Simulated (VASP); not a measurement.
# Rh in VASP: single point with LDA

Aim: the single point of Rh with LDA.

Program: VASP 6.6.1. These are calculated values, not measurements. Logs are shortened: lines on timing, memory, paths and dates and some standing lists are left out, and cuts for length are marked.

## (1) The cell of the first run

The cell holds a slab with vacuum, 7 atoms: a = 2.654 Å, b = 2.654 Å, c = 26.261 Å, α = 90.00°, β = 90.00°, γ = 90.00°.

## (2) Single point, LDA

INCAR

```
SYSTEM = Rh
  ALGO = Normal
  DIPOL = 0.5 0.5 0.500
  EDIFF = 1E-6
  ENCUT = 520
  GGA = CA
  IDIPOL = 3
  ISIF = 2
  ISMEAR = 0
  LASPH = .True.
  LCHARG = .True.
  LDIPOL = .True.
  LELF = .True.
  LREAL = .False.
  LVACPOTAV = .True.
  LVHAR = .True.
  LWAVE = .False.
  NBANDS = 62
  NELM = 80
  PREC = Accurate
  SIGMA = 0.1
```

KPOINTS

```
k-points
0
Gamma
  13 13 1
  0 0 0
```

POSCAR

```
Rh
1.0
    2.6542592391      0.0000000000      0.0000000000
    0.0000000000      2.6542592391      0.0000000000
    0.0000000000      0.0000000000     26.2610682420
Rh
7
Direct
    0.5000000000      0.5000000000      0.2855938658
    0.0000000000      0.0000000000      0.3570625772
    0.5000000000      0.5000000000      0.4285312886
    0.0000000000      0.0000000000      0.5000000000
    0.5000000000      0.5000000000      0.5714687114
    0.0000000000      0.0000000000      0.6429374228
    0.5000000000      0.5000000000      0.7144061342
```

Potentials or basis: VASP PAW LDA potentials, release 64 (Rh_pv).

Run with:

```bash
> cat potpaw_LDA.64/Rh_pv/POTCAR > POTCAR
> mpirun -np 1 vasp_std > vasp.out
```

OUTCAR:

```text
SYSTEM = Rh
   EDIFF = 1E-6
   ENCUT = 520
   GGA = CA
   ISIF = 2
   ISMEAR = 0
   LASPH = .True.
   LREAL = .False.
   NELM = 80
   PREC = Accurate

 ion  position               nearest neighbor table
   1  0.500  0.500  0.286-   2 2.65   2 2.65   2 2.65   2 2.65
   2  0.000  0.000  0.357-   1 2.65   1 2.65   1 2.65   1 2.65   3 2.65   3 2.65   3 2.65   3 2.65

   3  0.500  0.500  0.429-   2 2.65   4 2.65   2 2.65   4 2.65   2 2.65   4 2.65   2 2.65   4 2.65

   4  0.000  0.000  0.500-   3 2.65   5 2.65   3 2.65   5 2.65   3 2.65   5 2.65   3 2.65   5 2.65

   5  0.500  0.500  0.571-   4 2.65   6 2.65   4 2.65   6 2.65   4 2.65   6 2.65   4 2.65   6 2.65

   6  0.000  0.000  0.643-   7 2.65   7 2.65   7 2.65   7 2.65   5 2.65   5 2.65   5 2.65   5 2.65

   7  0.500  0.500  0.714-   6 2.65   6 2.65   6 2.65   6 2.65

  LATTYP: Found a simple tetragonal cell.
 ALAT       =     2.6542592391
 C/A-ratio  =     9.8939349462

  Lattice vectors:

 A1 = (   2.6542592391,   0.0000000000,   0.0000000000)
 A2 = (   0.0000000000,   2.6542592391,   0.0000000000)
 A3 = (   0.0000000000,   0.0000000000,  26.2610682420)

Analysis of symmetry for initial positions (statically):
=====================================================================
 Subroutine PRICEL returns:
 Original cell was already a primitive cell.

 Routine SETGRP: Setting up the symmetry group for a
 simple tetragonal supercell.

 Subroutine GETGRP returns: Found 16 space group operations
 (whereof 16 operations were pure point group operations)
 out of a pool of 16 trial point group operations.

The static configuration has the point symmetry D_4h.

Analysis of symmetry for dynamics (positions and initial velocities):
=====================================================================
 Subroutine PRICEL returns:
 Original cell was already a primitive cell.

 Routine SETGRP: Setting up the symmetry group for a
 simple tetragonal supercell.

 Subroutine GETGRP returns: Found 16 space group operations
 (whereof 16 operations were pure point group operations)
 out of a pool of 16 trial point group operations.

The dynamic configuration has the point symmetry D_4h.

 Subroutine INISYM returns: Found 16 space group operations
 (whereof 16 operations are pure point group operations),
 and found     1 'primitive' translations

----------------------------------------------------------------------------------------

                                     Primitive cell

  volume of cell :     185.0116

  direct lattice vectors                    reciprocal lattice vectors
     2.654259239  0.000000000  0.000000000     0.376752951  0.000000000  0.000000000
     0.000000000  2.654259239  0.000000000     0.000000000  0.376752951  0.000000000
     0.000000000  0.000000000 26.261068242     0.000000000  0.000000000  0.038079182

  length of vectors
     2.654259239  2.654259239 26.261068242     0.376752951  0.376752951  0.038079182

  position of ions in fractional coordinates (direct lattice)
     0.500000000  0.500000000  0.285593866
     0.000000000  0.000000000  0.357062577
     0.500000000  0.500000000  0.428531289
     0.000000000  0.000000000  0.500000000
     0.500000000  0.500000000  0.571468711
     0.000000000  0.000000000  0.642937423
     0.500000000  0.500000000  0.714406134

  ion indices of the primitive-cell ions
   primitive index   ion index
                 1           1
                 2           2
                 3           3
                 4           4
                 5           5
                 6           6
                 7           7

----------------------------------------------------------------------------------------

 KPOINTS: k-points

Automatic generation of k-mesh.
 Grid dimensions read from file:
 generate k-points for:   13   13    1

 Generating k-lattice:

  Cartesian coordinates                     Fractional coordinates (reciprocal lattice)
     0.028980996  0.000000000  0.000000000     0.076923077  0.000000000  0.000000000
     0.000000000  0.028980996  0.000000000     0.000000000  0.076923077  0.000000000
     0.000000000  0.000000000  0.038079182     0.000000000  0.000000000  1.000000000

  Length of vectors
     0.028980996  0.028980996  0.038079182

  Shift w.r.t. Gamma in fractional coordinates (k-lattice)
     0.000000000  0.000000000  0.000000000

 Subroutine IBZKPT returns following result:
 ===========================================

 Found     28 irreducible k-points:

 Following reciprocal coordinates:
            Coordinates               Weight
  0.000000  0.000000  0.000000      1.000000
  0.076923  0.000000  0.000000      4.000000
  0.153846  0.000000  0.000000      4.000000
  0.230769  0.000000  0.000000      4.000000
  0.307692  0.000000  0.000000      4.000000
  0.384615  0.000000  0.000000      4.000000
[... 16 lines left out ...]
  0.307692  0.307692  0.000000      4.000000
  0.384615  0.307692  0.000000      8.000000
 [... further k-points ...]
   k-points           NKPTS =     28   k-points in BZ     NKDIM =     28   number of bands    NBANDS=     62
   number of dos      NEDOS =    301   number of ions     NIONS =      7
   total plane-waves  NPLWV =  78400
   dimension x,y,z NGX =    20 NGY =   20 NGZ =  196
   dimension x,y,z NGXF=    40 NGYF=   40 NGZF=  392
   ions per type =               7
   NGX,Y,Z   is equivalent  to a cutoff of  12.53, 12.53, 12.41 a.u.
   NGXF,Y,Z  is equivalent  to a cutoff of  25.05, 25.05, 24.82 a.u.
 SYSTEM =  Rh
   PREC   = accura    normal or accurate (medium, high low for compatibility)
   ISTART =      0    job   : 0-new  1-cont  2-samecut
   ICHARG =      2    charge: 1-file 2-atom 10-const
   ISPIN  =      1    spin polarized calculation?
   LNONCOLLINEAR =      F non collinear calculations
   LSORBIT =      F    spin-orbit coupling
   LASPH  =      T    aspherical Exc in radial PAW
   ENCUT  =  520.0 eV  38.22 Ry    6.18 a.u.   4.94  4.94 48.83*2*pi/ulx,y,z
   NELM   =     80;   NELMIN=  2; NELMDL= -5     # of ELM steps
   EDIFF  = 0.1E-05   stopping-criterion for ELM
   LREAL  =      F    real-space projection
   EDIFFG = 0.1E-04   stopping-criterion for IOM
   NSW    =      0    number of steps for IOM
   IBRION =     -1    ionic relax: 0-MD 1-quasi-New 2-CG
   NFREE  =      0    steps in history (QN), initial steepest desc. (CG)
   ISIF   =      2    stress and relaxation
   ISYM   =      2    0-nonsym 1-usesym 2-fastsym
   POTIM  = 0.5000    time-step for ionic-motion
   TEBEG  =    0.0;   TEEND  =   0.0 temperature during run
   PSTRESS=    0.0 pullay stress
   NELECT =     105.0000    total number of electrons
   NUPDOWN=      -1.0000    fix difference up-down
   EMIN   =  10.00;   EMAX   =-10.00  energy-range for DOS
   EFERMI =   0.00;   METHOD = LEGACY
   ISMEAR =     0;   SIGMA  =   0.10  broadening in eV -4-tet -1-fermi 0-gaus
   EFERMI_NEDOS =   21; number of points for ismear=-14 and -15
   IALGO  =     38    algorithm
   IMIX   =      4    mixing-type and parameters
     AMIX     =   0.40;   BMIX     =  1.00
     AMIX_MAG =   1.60;   BMIX_MAG =  1.00
  volume/ion in A,a.u.               =      26.43       178.36
  Fermi-wavevector in a.u.,A,eV,Ry     =   1.355413  2.561359 24.995859  1.837144
  Thomas-Fermi vector in A             =   2.482502
   LORBIT       =      0    0 simple, 1 ext, 2 COOP (PROOUT), +10 PAW based schemes
   GGA     = CA    functional components
   LHFCALC =     F    Hartree Fock is set to
   AEXX    =    0.0000 exact exchange contribution
   IVDW    =     0    specifies the selected vdW correction
   LEPSILON=     F    determine dielectric tensor
   LRPA    =     F    only Hartree local field effects (RPA)
 non-spin polarized calculation
 Gauss-broadening in eV      SIGMA  =   0.10
  energy-cutoff  :      520.00
  volume of cell :      185.01
 maximum number of plane-waves:      5021
 NGX is ok and might be reduce to    20
   NGX =  9   NGY =  9   NGZ = 97

 dipolmoment           0.000000      0.000000      0.000000 electrons x Angstroem

 number of electron     104.9999939 magnetization

 dipolmoment           0.000000      0.000000     -0.000000 electrons x Angstroem

 Free energy of the ion-electron system (eV)
  ---------------------------------------------------
  ext. energy  EPLUGINS =         0.00000000
  ---------------------------------------------------
  free energy    TOTEN  =       -58.13442403 eV

  energy without entropy =      -58.08773525  energy(sigma->0) =      -58.11107964

 E-fermi :   3.5016     XC(G=0):  -8.1270

 val. band max:        3.5002579326   @ k =   0.4615   0.2308   0.0000
 cond. band min:       3.5148181514   @ k =   0.3846   0.3077   0.0000
 fundamental gap:      0.0145602188
 Fermi energy:         3.5015793015

 k-point     1 :       0.0000    0.0000    0.0000
  band No.  band energies     occupation
      1     -43.5055      2.00000
      2     -43.3851      2.00000
      3     -43.1686      2.00000
      4     -43.0442      2.00000
      5     -43.0442      2.00000
      6     -42.9988      2.00000
[... 54 lines left out ...]
     61       4.4327      0.00000
     62       4.4327      0.00000

 k-point     2 :       0.0769    0.0000    0.0000
  band No.  band energies     occupation
      1     -43.4951      2.00000
      2     -43.3846      2.00000
      3     -43.1883      2.00000
      4     -43.0702      2.00000
      5     -43.0381      2.00000
      6     -43.0215      2.00000
[... 54 lines left out ...]
     61       4.4447      0.00000
     62       4.6503      0.00000

 k-point     3 :       0.1538    0.0000    0.0000
  band No.  band energies     occupation
      1     -43.4668      2.00000
      2     -43.3888      2.00000
      3     -43.2457      2.00000
      4     -43.1441      2.00000
      5     -43.0685      2.00000
      6     -43.0283      2.00000
[... 1354 lines left out ...]
     61       8.6376      0.00000
     62       9.9938      0.00000

 k-point    24 :       0.3846    0.3077    0.0000
  band No.  band energies     occupation
      1     -43.4285      2.00000
      2     -43.4100      2.00000
      3     -43.3950      2.00000
      4     -43.3679      2.00000
      5     -43.3670      2.00000
      6     -43.2413      2.00000
[... 54 lines left out ...]
     61       9.6343      0.00000
     62      10.4957      0.00000

 [... further k-points ...]
[... 5 lines left out ...]
  --------------------------------------------------------------------------------------
  -------------------------------------------------------------------------------------
  Total       -4.0215592     -4.0215592     -1.9852370      0.0000000      0.0000000      0.0000000
  in kB      -34.8261915    -34.8261915    -17.1919001      0.0000000      0.0000000      0.0000000
  external PRESSURE =     -28.9480943 kB  Pullay stress =       0.0000000 kB

 VOLUME and BASIS-vectors are now :
 -----------------------------------------------------------------------------
  energy-cutoff  :      520.00
  volume of cell :      185.01
      direct lattice vectors                 reciprocal lattice vectors
     2.654259239  0.000000000  0.000000000     0.376752951  0.000000000  0.000000000
     0.000000000  2.654259239  0.000000000     0.000000000  0.376752951  0.000000000
     0.000000000  0.000000000 26.261068242     0.000000000  0.000000000  0.038079182

 POSITION                                       TOTAL-FORCE (eV/Angst)
 -----------------------------------------------------------------------------------
      1.32713      1.32713      7.50000        -0.000000      0.000000      0.612252
      0.00000      0.00000      9.37684        -0.000000      0.000000     -0.568431
      1.32713      1.32713     11.25369         0.000000     -0.000000     -0.182291
      0.00000      0.00000     13.13053        -0.000000      0.000000     -0.000000
      1.32713      1.32713     15.00738        -0.000000     -0.000000      0.182291
      0.00000      0.00000     16.88422        -0.000000      0.000000      0.568431
      1.32713      1.32713     18.76107        -0.000000      0.000000     -0.612252
 -----------------------------------------------------------------------------------
    total drift:                               -0.000000      0.000000     -0.000000

  FREE ENERGIE OF THE ION-ELECTRON SYSTEM (eV)
  ---------------------------------------------------
  free  energy   TOTEN  =       -58.1344240260 eV

  energy  without entropy=      -58.0877352470  energy(sigma->0) =      -58.11107964

 vacuum level on the upper side and lower side of the slab         8.956         8.956
```

Wall time 5.8 min (1 thread of Intel Xeon Platinum 8375C at 2.90GHz (Ice Lake), shared host); peak memory 0.35 GiB.

Results:

```yaml
Free_energy: -58.1344 eV
Largest_force: 0.612 eV/Å
```

Forces in eV/Å, atoms in the order of the input:
```
Rh   0.000  0.000  0.612
Rh   0.000  0.000 -0.568
Rh   0.000  0.000 -0.182
Rh   0.000  0.000  0.000
Rh   0.000  0.000  0.182
Rh   0.000  0.000  0.568
Rh   0.000  0.000 -0.612
```
